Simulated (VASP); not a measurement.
# CdTe (I-4m2) in VASP: single point with HSE06

Aim: the single point of CdTe with HSE06.

Everything below comes from runs of VASP 6.6.1. Logs are shortened: lines on timing, memory, paths and dates and some standing lists are left out, and cuts for length are marked.

**1. The cell of the first run**

The structure is tetragonal, space group I-4m2 (No. 119). Conventional cell: a = 4.639 Å, b = 4.639 Å, c = 6.232 Å, α = 90.00°, β = 90.00°, γ = 90.00°. Cd (site symmetry -4m2) has 4 Te at 2.79 Å within 3.7 Å. Within 3.7 Å of Te (site symmetry -4m2) lie 4 Cd at 2.79 Å.

**2. Single point, HSE06 (uniaxial x strain -5.0%)**

The input, POSCAR:

```
CdTe
1.0
    0.0000000000      3.2799551159      3.2799551159
    3.1159573601      0.0000000000      3.2799551159
    3.1159573601      3.2799551159      0.0000000000
Cd Te
1 1
Direct
    0.0000000000      0.0000000000      0.0000000000
    0.2500000000      0.2500000000      0.2500000000
```

The input, INCAR.step1:

```
PREC = Accurate ; ENCUT = 520
EDIFF = 1E-5 ; ISMEAR = 0
SIGMA = 0.01 ; LREAL = False
LASPH = True ; NELM = 80
ALGO = Normal ; ISIF = 2
LWAVE = True ; LCHARG = False
NBANDS = 16 ; GGA = PE
```

The input, INCAR.step2:

```
PREC = Accurate ; ENCUT = 520
EDIFF = 1E-7 ; ISMEAR = 0
SIGMA = 0.01 ; LREAL = False
LASPH = True ; NELM = 80
ALGO = Normal ; ISIF = 2
LWAVE = False ; LCHARG = False
GGA = PE ; LHFCALC = True
HFSCREEN = 0.2079 ; PRECFOCK = Normal
NBANDS = 16 ; ISTART = 1
```

The input, KPOINTS:

```
regular mesh
0
Gamma
  4 4 4
```

Potentials or basis: VASP PAW PBE potentials, release 64 (Cd, Te).

Run with:

```sh
$ cat potpaw_PBE.64/Cd/POTCAR potpaw_PBE.64/Te/POTCAR > POTCAR
$ cp INCAR.step1 INCAR
$ mpirun -np 1 vasp_std > vasp.out
$ cp INCAR.step2 INCAR
$ mpirun -np 1 vasp_std > vasp.out
```

OUTCAR:

```text
PREC = Accurate
   ENCUT = 520
   EDIFF = 1E-7
   ISMEAR = 0
   LREAL = False
   LASPH = True
   NELM = 80
   ISIF = 2
   GGA = PE
   LHFCALC = True
   HFSCREEN = 0.2079
   PRECFOCK = Normal
   ISTART = 1

 ion  position               nearest neighbor table
   1  0.000  0.000  0.000-   2 2.79   2 2.79   2 2.79   2 2.79
   2  0.250  0.250  0.250-   1 2.79   1 2.79   1 2.79   1 2.79

  LATTYP: Found a body centered tetragonal cell.
 ALAT       =     4.6385570089
 C/A-ratio  =     1.3435028843

  Lattice vectors:

 A1 = (  -3.1159573601,   0.0000000000,  -3.2799551159)
 A2 = (  -3.1159573601,   0.0000000000,   3.2799551159)
 A3 = (   3.1159573601,   3.2799551159,   0.0000000000)

Analysis of symmetry for initial positions (statically):
=====================================================================
 Subroutine PRICEL returns:
 Original cell was already a primitive cell.

 Routine SETGRP: Setting up the symmetry group for a
 body centered tetragonal supercell.

 Subroutine GETGRP returns: Found  8 space group operations
 (whereof  8 operations were pure point group operations)
 out of a pool of 16 trial point group operations.

The static configuration has the point symmetry D_2d.

Analysis of symmetry for dynamics (positions and initial velocities):
=====================================================================
 Subroutine PRICEL returns:
 Original cell was already a primitive cell.

 Routine SETGRP: Setting up the symmetry group for a
 body centered tetragonal supercell.

 Subroutine GETGRP returns: Found  8 space group operations
 (whereof  8 operations were pure point group operations)
 out of a pool of 16 trial point group operations.

The dynamic configuration has the point symmetry D_2d.

 Subroutine INISYM returns: Found  8 space group operations
 (whereof  8 operations are pure point group operations),
 and found     1 'primitive' translations

----------------------------------------------------------------------------------------

                                     Primitive cell

  volume of cell :      67.0436

  direct lattice vectors                    reciprocal lattice vectors
     0.000000000  3.279955116  3.279955116    -0.160464327  0.152441110  0.152441110
     3.115957360  0.000000000  3.279955116     0.160464327 -0.152441110  0.152441110
     3.115957360  3.279955116  0.000000000     0.160464327  0.152441110 -0.152441110

  length of vectors
     4.638557009  4.524079556  4.524079556     0.268747808  0.268747808  0.268747808

  position of ions in fractional coordinates (direct lattice)
     0.000000000  0.000000000  0.000000000
     0.250000000  0.250000000  0.250000000

  ion indices of the primitive-cell ions
   primitive index   ion index
                 1           1
                 2           2

----------------------------------------------------------------------------------------

 KPOINTS: regular mesh

Automatic generation of k-mesh.
 Grid dimensions read from file:
 generate k-points for:    4    4    4

 Generating k-lattice:

  Cartesian coordinates                     Fractional coordinates (reciprocal lattice)
    -0.040116082  0.038110278  0.038110278     0.250000000  0.000000000  0.000000000
     0.040116082 -0.038110278  0.038110278     0.000000000  0.250000000  0.000000000
     0.040116082  0.038110278 -0.038110278     0.000000000  0.000000000  0.250000000

  Length of vectors
     0.067186952  0.067186952  0.067186952

  Shift w.r.t. Gamma in fractional coordinates (k-lattice)
     0.000000000  0.000000000  0.000000000

 Subroutine IBZKPT returns following result:
 ===========================================

 Found     13 irreducible k-points:

 Following reciprocal coordinates:
            Coordinates               Weight
  0.000000  0.000000  0.000000      1.000000
  0.250000  0.000000  0.000000      8.000000
  0.500000  0.000000  0.000000      4.000000
  0.250000  0.250000  0.000000      4.000000
  0.500000  0.250000  0.000000     16.000000
 -0.250000  0.250000  0.000000      8.000000
  0.500000  0.500000  0.000000      2.000000
  0.000000  0.250000  0.250000      2.000000
  0.500000  0.250000  0.250000      4.000000
 -0.250000  0.250000  0.250000      8.000000
 -0.250000  0.500000  0.250000      4.000000
  0.500000 -0.250000  0.250000      2.000000
  0.000000  0.500000  0.500000      1.000000
   k-points           NKPTS =     13   k-points in BZ     NKDIM =     64   number of bands    NBANDS=     16
   number of dos      NEDOS =    301   number of ions     NIONS =      2
   total plane-waves  NPLWV =  46656
   dimension x,y,z NGX =    36 NGY =   36 NGZ =   36
   dimension x,y,z NGXF=    72 NGYF=   72 NGZF=   72
   ions per type =               1   1
   NGX,Y,Z   is equivalent  to a cutoff of  12.90, 13.23, 13.23 a.u.
   NGXF,Y,Z  is equivalent  to a cutoff of  25.80, 26.46, 26.46 a.u.
 SYSTEM =  unknown system
   PREC   = accura    normal or accurate (medium, high low for compatibility)
   ISTART =      1    job   : 0-new  1-cont  2-samecut
   ICHARG =      0    charge: 1-file 2-atom 10-const
   ISPIN  =      1    spin polarized calculation?
   LNONCOLLINEAR =      F non collinear calculations
   LSORBIT =      F    spin-orbit coupling
   LASPH  =      T    aspherical Exc in radial PAW
   ENCUT  =  520.0 eV  38.22 Ry    6.18 a.u.   8.62  8.41  8.41*2*pi/ulx,y,z
   NELM   =     80;   NELMIN=  2; NELMDL=  0     # of ELM steps
   EDIFF  = 0.1E-06   stopping-criterion for ELM
   LREAL  =      F    real-space projection
   EDIFFG = 0.1E-05   stopping-criterion for IOM
   NSW    =      0    number of steps for IOM
   IBRION =     -1    ionic relax: 0-MD 1-quasi-New 2-CG
   NFREE  =      0    steps in history (QN), initial steepest desc. (CG)
   ISIF   =      2    stress and relaxation
   ISYM   =      3    0-nonsym 1-usesym 2-fastsym
   POTIM  = 0.5000    time-step for ionic-motion
   TEBEG  =    0.0;   TEEND  =   0.0 temperature during run
   PSTRESS=    0.0 pullay stress
   NELECT =      18.0000    total number of electrons
   NUPDOWN=      -1.0000    fix difference up-down
   EMIN   =  10.00;   EMAX   =-10.00  energy-range for DOS
   EFERMI =   0.00;   METHOD = LEGACY
   ISMEAR =     0;   SIGMA  =   0.01  broadening in eV -4-tet -1-fermi 0-gaus
   EFERMI_NEDOS =   21; number of points for ismear=-14 and -15
   IALGO  =     38    algorithm
   IMIX   =      1    mixing-type and parameters
     AMIX     =   0.40;   BMIX     =  1.00
     AMIX_MAG =   1.60;   BMIX_MAG =  1.00
  volume/ion in A,a.u.               =      33.52       226.22
  Fermi-wavevector in a.u.,A,eV,Ry     =   1.056120  1.995777 15.175792  1.115389
  Thomas-Fermi vector in A             =   2.191344
   LORBIT       =      0    0 simple, 1 ext, 2 COOP (PROOUT), +10 PAW based schemes
   GGA     = PE    functional components
   LHFCALC =     T    Hartree Fock is set to
   PRECFOCK=normal    Normal, Fast or Accurate (Low or Medium for compatibility)
   ENCUT4O =  -1.0   cutoff for four orbital integrals eV
   NKREDX  =     1    reduce k-point grid by
   NKREDY  =     1    reduce k-point grid by
   NKREDZ  =     1    reduce k-point grid by
   AEXX    =    0.2500 exact exchange contribution
   HFSCREEN=    0.2079 screening length (either q_TF or 0.3 A-1)
   HFSCREENC=   0.2079 screening length for correlation (either q_TF or 0.3 A-1)
   ENCUTFOCK=  -1.0 apply spherical cutoff to Coloumb kernel
   IVDW    =     0    specifies the selected vdW correction
   LEPSILON=     F    determine dielectric tensor
   LRPA    =     F    only Hartree local field effects (RPA)
 non-spin polarized calculation
 Gauss-broadening in eV      SIGMA  =   0.01
  energy-cutoff  :      520.00
  volume of cell :       67.04
 maximum number of plane-waves:      1827
 NGX is ok and might be reduce to    36
  NGX = 28; NGY = 28; NGZ = 28

 number of electron      17.9999996 magnetization

 Free energy of the ion-electron system (eV)
  ---------------------------------------------------
  ext. energy  EPLUGINS =         0.00000000
  ---------------------------------------------------
  free energy    TOTEN  =        -5.95846336 eV

  energy without entropy =       -5.95846336  energy(sigma->0) =       -5.95846336

 E-fermi :   2.1349     XC(G=0):  -7.2127

 val. band max:        2.0891254232   @ k =   0.0000   0.0000   0.0000
 cond. band min:       3.5876047460   @ k =   0.0000   0.0000   0.0000
 fundamental gap:      1.4984793228
 Fermi energy:         2.1349177511

 k-point     1 :       0.0000    0.0000    0.0000
  band No.  band energies     occupation
      1     -10.2335      2.00000
      2      -7.6647      2.00000
      3      -7.6647      2.00000
      4      -7.6535      2.00000
      5      -7.3909      2.00000
      6      -7.3846      2.00000
[... 8 lines left out ...]
     15      11.9820      0.00000
     16      12.6234      0.00000

 k-point     2 :       0.2500    0.0000    0.0000
  band No.  band energies     occupation
      1     -10.0222      2.00000
      2      -7.6290      2.00000
      3      -7.6202      2.00000
      4      -7.4260      2.00000
      5      -7.3880      2.00000
      6      -7.3791      2.00000
[... 8 lines left out ...]
     15      11.3013      0.00000
     16      11.6519      0.00000

 k-point     3 :       0.5000    0.0000    0.0000
  band No.  band energies     occupation
      1      -9.8287      2.00000
      2      -7.6021      2.00000
      3      -7.5891      2.00000
      4      -7.3870      2.00000
      5      -7.3744      2.00000
      6      -6.9259      2.00000
[... 8 lines left out ...]
     15      13.2544      0.00000
     16      13.6395      0.00000
[... 153 lines left out ...]
 k-point    12 :       0.5000   -0.2500    0.2500
  band No.  band energies     occupation
      1      -9.7218      2.00000
      2      -7.5407      2.00000
      3      -7.5236      2.00000
      4      -7.4163      2.00000
      5      -7.3880      2.00000
      6      -6.6737      2.00000
[... 8 lines left out ...]
     15      13.8990      0.00000
     16      14.2119      0.00000

 k-point    13 :       0.0000    0.5000    0.5000
  band No.  band energies     occupation
      1      -9.7082      2.00000
      2      -7.5013      2.00000
      3      -7.4958      2.00000
      4      -7.4958      2.00000
      5      -7.3535      2.00000
      6      -6.6625      2.00000
[... 8 lines left out ...]
     15      13.7930      0.00000
     16      14.5724      0.00000

------------------------ aborting loop because EDIFF is reached ----------------------------------------

  FORCE on cell =-STRESS in cart. coord.  units (eV):
  Direction    XX          YY          ZZ          XY          YZ          ZX
  --------------------------------------------------------------------------------------
  -------------------------------------------------------------------------------------
  Total        1.2704343      0.9586159      0.9586159      0.0000000      0.0000000      0.0000000
  in kB       30.3602594     22.9085659     22.9085659      0.0000000      0.0000000      0.0000000
  external PRESSURE =      25.3924637 kB  Pullay stress =       0.0000000 kB

 VOLUME and BASIS-vectors are now :
 -----------------------------------------------------------------------------
  energy-cutoff  :      520.00
  volume of cell :       67.04
      direct lattice vectors                 reciprocal lattice vectors
     0.000000000  3.279955116  3.279955116    -0.160464327  0.152441110  0.152441110
     3.115957360  0.000000000  3.279955116     0.160464327 -0.152441110  0.152441110
     3.115957360  3.279955116  0.000000000     0.160464327  0.152441110 -0.152441110

 POSITION                                       TOTAL-FORCE (eV/Angst)
 -----------------------------------------------------------------------------------
      0.00000      0.00000      0.00000         0.000000      0.000000      0.000000
      1.55798      1.63998      1.63998        -0.000000     -0.000000     -0.000000
 -----------------------------------------------------------------------------------
    total drift:                               -0.000002     -0.000000     -0.000000

  FREE ENERGIE OF THE ION-ELECTRON SYSTEM (eV)
  ---------------------------------------------------
  free  energy   TOTEN  =        -5.9584633645 eV

  energy  without entropy=       -5.9584633645  energy(sigma->0) =       -5.95846336
```

Run time: 25 min. Hardware: 1 thread of Intel Xeon Platinum 8375C at 2.90GHz (Ice Lake), shared host; peak memory 0.32 GiB.

What came out:

```yaml
Free_energy: -5.9585 eV
Pressure: 2.5 GPa
Band_gap_on_the_k_mesh: 1.50 eV
```

Caveat: the k points lie up to 0.42 Å⁻¹ apart; the cell differs from its parent crystal (uniaxial x strain -5.0%); the PAW data sets were made with another functional, which shifts forces and pressure a little; spin-orbit coupling is left out, which moves the levels of the heavy elements.
